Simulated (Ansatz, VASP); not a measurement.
## Ge in VASP and in Ansatz

The input INCAR:

```
  PREC = Accurate
  ENCUT = 520
  EDIFF = 1E-7
  ISMEAR = -1
  SIGMA = 0.05
  LREAL = False
  LASPH = True
  NELM = 80
  ALGO = Normal
  ISIF = 2
  LWAVE = False
  LCHARG = False
  NBANDS = 36
```

File KPOINTS:

```
Automatic mesh
0
Gamma
  8 8 4
```

File POSCAR:

```
Ge
1.0
    4.0759897844      0.0000000000      0.0000000000
   -2.0379948922      3.5299106989      0.0000000000
    0.0000000000      0.0000000000      6.7288103778
Ge
4
Direct
    0.3333333333      0.6666666667      0.9370987500
    0.6666666667      0.3333333333      0.4370987500
    0.3333333333      0.6666666667      0.5629012500
    0.6666666667      0.3333333333      0.0629012500
```

input.yaml

```yaml
crystal:
  lattice:
    - [4.0759897844, 0.0, 0.0]
    - [-2.0379948922, 3.5299106989, 0.0]
    - [0.0, 0.0, 6.7288103778]
  atoms:
    - { symbol: Ge, position: [0.3333333333, 0.6666666667, 0.93709875] }
    - { symbol: Ge, position: [0.6666666667, 0.3333333333, 0.43709875] }
    - { symbol: Ge, position: [0.3333333333, 0.6666666667, 0.56290125] }
    - { symbol: Ge, position: [0.6666666667, 0.3333333333, 0.06290125] }
kpoints:
  mp_grid: { grid: [8, 8, 4] }
scf:
  occupations: { method: fermi_dirac, width: 0.05 }
hamiltonian:
  xc: lda
  pseudopotentials: { kind: all_electron, lapw: { basis_error: 0.002 } }
output:
  forces: true
  stress: true
  eigenvalues: true
```

Change from the starting cell: volume scaled by 1.06.

Alike in both runs: task single point; functional LDA; k mesh 8 × 8 × 4; occupations fermi-dirac, width 0.05 eV; no spin polarisation.

|  | VASP | Ansatz |
| --- | --- | --- |
| version | VASP 6.6.1 | Ansatz 0.2.0 |
| potentials or method | VASP PAW LDA potentials, release 64 (Ge_d), cutoff 520 eV | all-electron LAPW, scalar-relativistic |

```tsv
	VASP	Ansatz	Ansatz less VASP
gap on the k mesh at the Fermi level (eV)	none	none	-
pressure (GPa)	-5.0	-5.1	-0.04
traceless stress, the component that is largest in VASP (GPa)	-0.26	-0.27	-0.010
rms of the force components (eV/Å)	0.016	0.018	+0.0016
```

LDA's correlation is that of Perdew and Zunger in VASP and of Perdew and Wang (1992) in Ansatz. Atom by atom the forces differ by 0.002 eV/Å (rms over components). A gap of «none» marks a metal or a gap that the smearing closes. Ansatz ran all-electron here, and VASP with PAW potentials.
